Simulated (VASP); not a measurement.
# Te2Mo in VASP: notebook, part 2 of 2

VASP 6.6.1. The steps go on from the part before.

### Step 3. Single point, PBE+D3(BJ)

File INCAR:

```
ALGO     = Normal         # electronic algorithm
DIPOL    = 0.5 0.5 0.500
EDIFF    = 1E-7           # SCF threshold, eV
ENCUT    = 520            # plane-wave cutoff, eV
GGA      = PE             # functional
IDIPOL   = 3            
ISIF     = 2              # what is computed and relaxed
ISMEAR   = 0              # smearing method
IVDW     = 12             # dispersion correction
LASPH    = T              # aspherical terms in the spheres
LCHARG   = F              # write CHGCAR
LDIPOL   = T            
LREAL    = F              # projectors in reciprocal space
LWAVE    = F              # write WAVECAR
NBANDS   = 20             # bands
NELM     = 60             # most SCF steps
PREC     = Accurate       # precision mode
SIGMA    = 0.02           # smearing width, eV
```

File KPOINTS:

```
k-points
0
Gamma
  9 9 1
```

File POSCAR:

```
Te2Mo
1.0
    3.7840000000      0.0000000000      0.0000000000
   -1.8920000000      3.2770401279      0.0000000000
    0.0000000000      0.0000000000     33.2698832047
Te Mo
2 1
Direct
    0.3333333333      0.6666666667      0.4415988332
    0.3333333333      0.6666666667      0.5584011668
    0.6666666667      0.3333333333      0.5000000000
```

Potentials or basis: VASP PAW PBE potentials, release 64 (Te, Mo_sv).

Launch:

```console
$ cat potpaw_PBE.64/Te/POTCAR potpaw_PBE.64/Mo_sv/POTCAR > POTCAR
$ mpirun -np 1 vasp_std > vasp.out
```

OUTCAR:

```text
EDIFF = 1E-7
   ENCUT = 520
   GGA = PE
   ISIF = 2
   ISMEAR = 0
   IVDW = 12
   LASPH = T
   LREAL = F
   NELM = 60
   PREC = Accurate
 IVDW          = 12

 ion  position               nearest neighbor table
   1  0.333  0.667  0.442-   3 2.92   3 2.92   3 2.92
   2  0.333  0.667  0.558-   3 2.92   3 2.92   3 2.92
   3  0.667  0.333  0.500-   1 2.92   2 2.92   1 2.92   2 2.92   1 2.92   2 2.92

  LATTYP: Found a hexagonal cell.
 ALAT       =     3.7840000000
 C/A-ratio  =     8.7922524325

  Lattice vectors:

 A1 = (   3.7840000000,   0.0000000000,   0.0000000000)
 A2 = (  -1.8920000000,   3.2770401279,   0.0000000000)
 A3 = (   0.0000000000,   0.0000000000,  33.2698832047)

Analysis of symmetry for initial positions (statically):
=====================================================================
 Subroutine PRICEL returns:
 Original cell was already a primitive cell.

 Routine SETGRP: Setting up the symmetry group for a
 hexagonal supercell.

 Subroutine GETGRP returns: Found 12 space group operations
 (whereof 12 operations were pure point group operations)
 out of a pool of 24 trial point group operations.

The static configuration has the point symmetry D_3h.

Analysis of symmetry for dynamics (positions and initial velocities):
=====================================================================
 Subroutine PRICEL returns:
 Original cell was already a primitive cell.

 Routine SETGRP: Setting up the symmetry group for a
 hexagonal supercell.

 Subroutine GETGRP returns: Found 12 space group operations
 (whereof 12 operations were pure point group operations)
 out of a pool of 24 trial point group operations.

The dynamic configuration has the point symmetry D_3h.

 Subroutine INISYM returns: Found 12 space group operations
 (whereof 12 operations are pure point group operations),
 and found     1 'primitive' translations

[... 104 lines left out ...]
  volume/ion in A,a.u.               =     137.52       928.02
  Fermi-wavevector in a.u.,A,eV,Ry     =   0.651485  1.231129  5.774761  0.424433
  Thomas-Fermi vector in A             =   1.721100
   LORBIT       =      0    0 simple, 1 ext, 2 COOP (PROOUT), +10 PAW based schemes
   GGA     = PE    functional components
   LHFCALC =     F    Hartree Fock is set to
   AEXX    =    0.0000 exact exchange contribution
   IVDW    =    12    specifies the selected vdW correction
   LEPSILON=     F    determine dielectric tensor
   LRPA    =     F    only Hartree local field effects (RPA)
 non-spin polarized calculation
 Gauss-broadening in eV      SIGMA  =   0.02
  energy-cutoff  :      520.00
  volume of cell :      412.56
 maximum number of plane-waves:     11147
   NGX = 15   NGY = 15   NGZ =123

 dipolmoment           0.000000      0.000000      0.000000 electrons x Angstroem

 number of electron      26.0000003 magnetization

 dipolmoment           0.000000      0.000000     -0.000000 electrons x Angstroem

 Free energy of the ion-electron system (eV)
  ---------------------------------------------------
  ext. energy  EPLUGINS =         0.00000000
  ---------------------------------------------------
  free energy    TOTEN  =       -17.29116849 eV

  energy without entropy =      -17.29116849  energy(sigma->0) =      -17.29116849

 E-fermi :  -2.3247     XC(G=0):  -2.4356

 val. band max:       -2.4894421113   @ k =   0.3333   0.3333   0.0000
 cond. band min:      -1.6739789111   @ k =   0.3333   0.3333   0.0000
 fundamental gap:      0.8154632002
 Fermi energy:        -2.3246547915

 k-point     1 :       0.0000    0.0000    0.0000
  band No.  band energies     occupation
      1     -63.5134      2.00000
      2     -37.5517      2.00000
      3     -37.5229      2.00000
      4     -37.5229      2.00000
      5     -14.1337      2.00000
      6     -13.5444      2.00000
[... 265 lines left out ...]
     19       2.1690      0.00000
     20       4.4301      0.00000

------------------------ aborting loop because EDIFF is reached ----------------------------------------

 vacuum level on the upper side and lower side of the slab       (xc-potential included)        -0.017        -0.017

 Edisp (eV)   -1.14810

 E8    (eV) :    -0.5609

  FORCE on cell =-STRESS in cart. coord.  units (eV):
  Direction    XX          YY          ZZ          XY          YZ          ZX
  --------------------------------------------------------------------------------------
  -------------------------------------------------------------------------------------
  Total      -7.34130    -7.34130    -8.44831     0.00000    -0.00000     0.00000
  in kB     -28.51013   -28.51013   -32.80926     0.00000    -0.00000     0.00000
  external pressure =      -29.94 kB  Pullay stress =        0.00 kB

 VOLUME and BASIS-vectors are now :
 -----------------------------------------------------------------------------
  energy-cutoff  :      520.00
  volume of cell :      412.56
      direct lattice vectors                 reciprocal lattice vectors
     3.784000000  0.000000000  0.000000000     0.264270613  0.152576710  0.000000000
    -1.892000000  3.277040128  0.000000000     0.000000000  0.305153419  0.000000000
     0.000000000  0.000000000 33.269883205     0.000000000  0.000000000  0.030057214

 POSITION                                       TOTAL-FORCE (eV/Angst)
 -----------------------------------------------------------------------------------
     -0.00000      2.18469     14.69194         0.000000      0.000000      2.171491
     -0.00000      2.18469     18.57794         0.000000      0.000000     -2.171491
      1.89200      1.09235     16.63494        -0.000000     -0.000000      0.000000
 -----------------------------------------------------------------------------------
    total drift:                               -0.000000      0.000000      0.000000

  FREE ENERGIE OF THE ION-ELECTRON SYSTEM (eV)
  ---------------------------------------------------
  free  energy   TOTEN  =       -18.4392666602 eV

  energy  without entropy=      -18.4392666602  energy(sigma->0) =      -18.43926666

 vacuum level on the upper side and lower side of the slab         2.328         2.328
```

It took 85 s on 1 thread of Intel Xeon 6975P-C (Granite Rapids), shared host; peak memory 0.5 GiB.

Results:

| Quantity | Value |
| --- | --- |
| Free energy | -18.4393 eV |
| Largest force | 2.171 eV/Å |
| Band gap on the k mesh | 0.82 eV, direct |
| Dispersion energy per atom | -0.383 eV |

Forces in eV/Å, atoms in the order of the input:
```
Te   0.000  0.000  2.171
Te   0.000  0.000 -2.171
Mo   0.000  0.000  0.000
```

Caveat: spin-orbit coupling is left out, which moves the levels of the heavy elements.

### Step 4. Single point, PBE+D3(BJ)

This run uses another cell than the first one, of 130.84 Å³/atom, 0.951 times its volume.

File INCAR:

```
ALGO = Normal ; DIPOL = 0.5 0.5 0.500
EDIFF = 1E-7 ; ENCUT = 520
GGA = PE ; IDIPOL = 3
ISIF = 2 ; ISMEAR = 0
IVDW = 12 ; LASPH = T
LCHARG = T ; LDIPOL = T
LELF = T ; LREAL = F
LVACPOTAV = T ; LVHAR = T
LWAVE = F ; NBANDS = 20
NELM = 100 ; PREC = Accurate
SIGMA = 0.02
```

KPOINTS is that of step 3.

File POSCAR:

```
Te2Mo
1.0
    3.6910000000      0.0000000000      0.0000000000
   -1.8455000000      3.1964997654      0.0000000000
    0.0000000000      0.0000000000     33.2698832047
Te Mo
2 1
Direct
    0.3333333333      0.6666666667      0.4472796466
    0.3333333333      0.6666666667      0.5527203534
    0.6666666667      0.3333333333      0.5000000000
```

Potentials or basis: VASP PAW PBE potentials, release 64 (Te, Mo_sv).

Launch:

```console
$ cat potpaw_PBE.64/Te/POTCAR potpaw_PBE.64/Mo_sv/POTCAR > POTCAR
$ mpirun -np 1 vasp_std > vasp.out
```

OUTCAR:

```text
EDIFF = 1E-7
   ENCUT = 520
   GGA = PE
   ISIF = 2
   ISMEAR = 0
   IVDW = 12
   LASPH = T
   LREAL = F
   NELM = 100
   PREC = Accurate
 IVDW          = 12

 ion  position               nearest neighbor table
   1  0.333  0.667  0.447-   3 2.76   3 2.76   3 2.76   2 3.51
   2  0.333  0.667  0.553-   3 2.76   3 2.76   3 2.76   1 3.51
   3  0.667  0.333  0.500-   1 2.76   2 2.76   1 2.76   2 2.76   1 2.76   2 2.76

  LATTYP: Found a hexagonal cell.
 ALAT       =     3.6910000000
 C/A-ratio  =     9.0137857504

  Lattice vectors:

 A1 = (   3.6910000000,   0.0000000000,   0.0000000000)
 A2 = (  -1.8455000000,   3.1964997654,   0.0000000000)
 A3 = (   0.0000000000,   0.0000000000,  33.2698832047)

Analysis of symmetry for initial positions (statically):
=====================================================================
 Subroutine PRICEL returns:
 Original cell was already a primitive cell.

 Routine SETGRP: Setting up the symmetry group for a
 hexagonal supercell.

 Subroutine GETGRP returns: Found 12 space group operations
 (whereof 12 operations were pure point group operations)
 out of a pool of 24 trial point group operations.

The static configuration has the point symmetry D_3h.

Analysis of symmetry for dynamics (positions and initial velocities):
=====================================================================
 Subroutine PRICEL returns:
 Original cell was already a primitive cell.

 Routine SETGRP: Setting up the symmetry group for a
 hexagonal supercell.

 Subroutine GETGRP returns: Found 12 space group operations
 (whereof 12 operations were pure point group operations)
 out of a pool of 24 trial point group operations.

The dynamic configuration has the point symmetry D_3h.

 Subroutine INISYM returns: Found 12 space group operations
 (whereof 12 operations are pure point group operations),
 and found     1 'primitive' translations
[... 106 lines left out ...]
  Fermi-wavevector in a.u.,A,eV,Ry     =   0.662383  1.251723  5.969576  0.438751
  Thomas-Fermi vector in A             =   1.735436
   LORBIT       =      0    0 simple, 1 ext, 2 COOP (PROOUT), +10 PAW based schemes
   GGA     = PE    functional components
   LHFCALC =     F    Hartree Fock is set to
   AEXX    =    0.0000 exact exchange contribution
   IVDW    =    12    specifies the selected vdW correction
   LEPSILON=     F    determine dielectric tensor
   LRPA    =     F    only Hartree local field effects (RPA)
 non-spin polarized calculation
 Gauss-broadening in eV      SIGMA  =   0.02
  energy-cutoff  :      520.00
  volume of cell :      392.53
 maximum number of plane-waves:     10610
 NGX is ok and might be reduce to    28
   NGX = 13   NGY = 13   NGZ =123

 dipolmoment           0.000000      0.000000      0.000000 electrons x Angstroem

 number of electron      26.0000000 magnetization

 dipolmoment           0.000000      0.000000     -0.000000 electrons x Angstroem

 Free energy of the ion-electron system (eV)
  ---------------------------------------------------
  ext. energy  EPLUGINS =         0.00000000
  ---------------------------------------------------
  free energy    TOTEN  =       -17.92769346 eV

  energy without entropy =      -17.92769346  energy(sigma->0) =      -17.92769346

 E-fermi :  -2.4145     XC(G=0):  -2.4170

 val. band max:       -2.6049485675   @ k =   0.3333   0.3333   0.0000
 cond. band min:      -1.7990569556   @ k =   0.3333   0.3333   0.0000
 fundamental gap:      0.8058916119
 Fermi energy:        -2.4145402204

 k-point     1 :       0.0000    0.0000    0.0000
  band No.  band energies     occupation
      1     -63.3027      2.00000
      2     -37.3777      2.00000
      3     -37.3767      2.00000
      4     -37.3767      2.00000
      5     -14.7454      2.00000
      6     -13.7031      2.00000
[... 265 lines left out ...]
     19       2.7330      0.00000
     20       4.8621      0.00000

------------------------ aborting loop because EDIFF is reached ----------------------------------------

 vacuum level on the upper side and lower side of the slab       (xc-potential included)        -0.085        -0.085

 Edisp (eV)   -1.09722

 E8    (eV) :    -0.5359

  FORCE on cell =-STRESS in cart. coord.  units (eV):
  Direction    XX          YY          ZZ          XY          YZ          ZX
  --------------------------------------------------------------------------------------
  -------------------------------------------------------------------------------------
  Total      -3.50337    -3.50337    -0.08295     0.00000     0.00000    -0.00000
  in kB     -14.29969   -14.29969    -0.33858     0.00000     0.00000    -0.00000
  external pressure =       -9.65 kB  Pullay stress =        0.00 kB

 VOLUME and BASIS-vectors are now :
 -----------------------------------------------------------------------------
  energy-cutoff  :      520.00
  volume of cell :      392.53
      direct lattice vectors                 reciprocal lattice vectors
     3.691000000  0.000000000  0.000000000     0.270929287  0.156421097  0.000000000
    -1.845500000  3.196499765  0.000000000     0.000000000  0.312842194  0.000000000
     0.000000000  0.000000000 33.269883205     0.000000000  0.000000000  0.030057214

 POSITION                                       TOTAL-FORCE (eV/Angst)
 -----------------------------------------------------------------------------------
     -0.00000      2.13100     14.88094        -0.000000     -0.000000      0.020290
     -0.00000      2.13100     18.38894        -0.000000     -0.000000     -0.020290
      1.84550      1.06550     16.63494         0.000000      0.000000      0.000000
 -----------------------------------------------------------------------------------
    total drift:                               -0.000001      0.000000      0.000000

  FREE ENERGIE OF THE ION-ELECTRON SYSTEM (eV)
  ---------------------------------------------------
  free  energy   TOTEN  =       -19.0249126969 eV

  energy  without entropy=      -19.0249126969  energy(sigma->0) =      -19.02491270

 vacuum level on the upper side and lower side of the slab         2.480         2.480
```

OSZICAR:

```text
N       E                     dE             d eps       ncg     rms          rms(c)
DAV:   1     0.129129195679E+03    0.12913E+03   -0.11551E+04   672   0.912E+02
DAV:   2    -0.611240038975E+01   -0.13524E+03   -0.13134E+03   696   0.176E+02
DAV:   3    -0.183314703973E+02   -0.12219E+02   -0.11606E+02   664   0.449E+01
[... 16 lines left out ...]
DAV:  20    -0.179276909414E+02   -0.70319E-05   -0.14587E-07   460   0.102E-03    0.538E-04
DAV:  21    -0.179276926880E+02   -0.17465E-05   -0.27225E-08   460   0.480E-04    0.168E-04
DAV:  22    -0.179276931532E+02   -0.46524E-06   -0.31846E-09   356   0.196E-04    0.943E-05
DAV:  23    -0.179276934246E+02   -0.27140E-06   -0.24679E-09   368   0.118E-04    0.596E-05
DAV:  24    -0.179276934615E+02   -0.36945E-07    0.92718E-10   344   0.574E-05
   1 F= -.19024913E+02 E0= -.19024913E+02  d E =-.120577E-42
```

stdout:

```text
POSCAR found type information on POSCAR TeMo
 POSCAR found :  2 types and       3 ions
 scaLAPACK will be used
 LDA part: xc-table for (Slater+PW92), standard interpolation
 POSCAR, INCAR and KPOINTS ok, starting setup
 FFT: planning ... GRIDC
 FFT: planning ... GRID_SOFT
 FFT: planning ... GRID
 WAVECAR not read
 entering main loop
```

Run time: 88 s. Hardware: 1 thread of Intel Xeon 6975P-C (Granite Rapids), shared host; peak memory 0.48 GiB.

What came out:

* Free energy: -19.0249 eV
* Largest force: 0.020 eV/Å
* Band gap on the k mesh: 0.81 eV, direct
* Dispersion energy per atom: -0.366 eV
* Ionisation potential of the upper face: 5.08 eV

Forces in eV/Å, atoms in the order of the input:
```
Te   0.000  0.000  0.020
Te   0.000  0.000 -0.020
Mo   0.000  0.000  0.000
```

Caveat: spin-orbit coupling is left out, which moves the levels of the heavy elements.

### Step 5. Single point, PBE+D3(BJ)

This run uses another cell than the first one, of 130.84 Å³/atom, 0.951 times its volume.

File INCAR:

```
ALGO = Normal ; DIPOL = 0.5 0.5 0.500
EDIFF = 1E-6 ; ENCUT = 520
GGA = PE ; IDIPOL = 3
ISIF = 2 ; ISMEAR = 0
IVDW = 12 ; LASPH = T
LCHARG = F ; LDIPOL = T
LREAL = F ; LWAVE = F
NBANDS = 20 ; NELM = 100
PREC = Accurate ; SIGMA = 0.02
```

KPOINTS is that of step 4.

File POSCAR:

```
Te2Mo
1.0
    3.6910000000      0.0000000000      0.0000000000
   -1.8455000000      3.1964997654      0.0000000000
    0.0000000000      0.0000000000     33.2698832047
Te Mo
2 1
Direct
    0.3333333333      0.6666666667      0.4434924376
    0.3333333333      0.6666666667      0.5565075624
    0.6666666667      0.3333333333      0.5000000000
```

Launch:

```console
$ cat potpaw_PBE.64/Te/POTCAR potpaw_PBE.64/Mo_sv/POTCAR > POTCAR
$ mpirun -np 1 vasp_std > vasp.out
```

It took 84 s on 1 thread of Intel Xeon 6975P-C (Granite Rapids), shared host; peak memory 0.48 GiB.

The run converged. Its results:

```yaml
Free_energy: -18.8295 eV
Largest_force: 1.429 eV/Å
Band_gap_on_the_k_mesh: 0.91 eV, direct
Dispersion_energy_per_atom: -0.355 eV
```

Forces in eV/Å, atoms in the order of the input:
```
Te   0.000  0.000  1.429
Te   0.000  0.000 -1.429
Mo   0.000  0.000  0.000
```

Levels at points of the mesh, in eV from the valence-band top:
```tsv
k point	band 11	band 12	band 13	band 14	band 15	band 16
(0.00, 0.00, 0.00)	-0.82	-0.82	-0.37	2.54	2.54	2.71
```

Caveat: spin-orbit coupling is left out, which moves the levels of the heavy elements.
